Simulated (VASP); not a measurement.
Cd, 2 atoms in the cell. Symmetry: P6_3/mmc, No. 194, hexagonal system. The conventional cell has a = 2.999 Å, b = 2.999 Å, c = 5.655 Å, α = 90.00°, β = 90.00°, γ = 120.00°. Within 3.9 Å of Cd (site symmetry -6m2) lie 12 Cd at 3.00 to 3.32 Å. 

```yaml
Program: VASP 6.6.1
Task: single point
Functional: LDA
Potentials_or_basis: VASP PAW LDA potentials, release 64 (Cd_sv_GW)
Cutoff: 630 eV
k_mesh: 10 × 10 × 5
Occupations: fermi-dirac, width 0.05 eV
Spin: no spin polarisation
Dipole_correction: no
Further_INCAR_settings: ALGO = Normal; EDIFF = 1e-06; NBANDS = 27
```

Potentials or basis: VASP PAW LDA potentials, release 64 (Cd_sv_GW).

The run is started by

```sh
$ cat potpaw_LDA.64/Cd_sv_GW/POTCAR > POTCAR
$ mpirun -np 1 vasp_std > vasp.out
```

Hardware: 1 thread of Intel(R) Xeon(R) Platinum 8375C CPU @ 2.90GHz (Ice Lake), with other jobs on the host.

Estimate the wall time of this run.

It took 41 s on 1 thread of Intel(R) Xeon(R) Platinum 8375C CPU @ 2.90GHz (Ice Lake), with other jobs on the host, peak memory 0.2 GiB. Counts: scf iterations 11, k points 42.
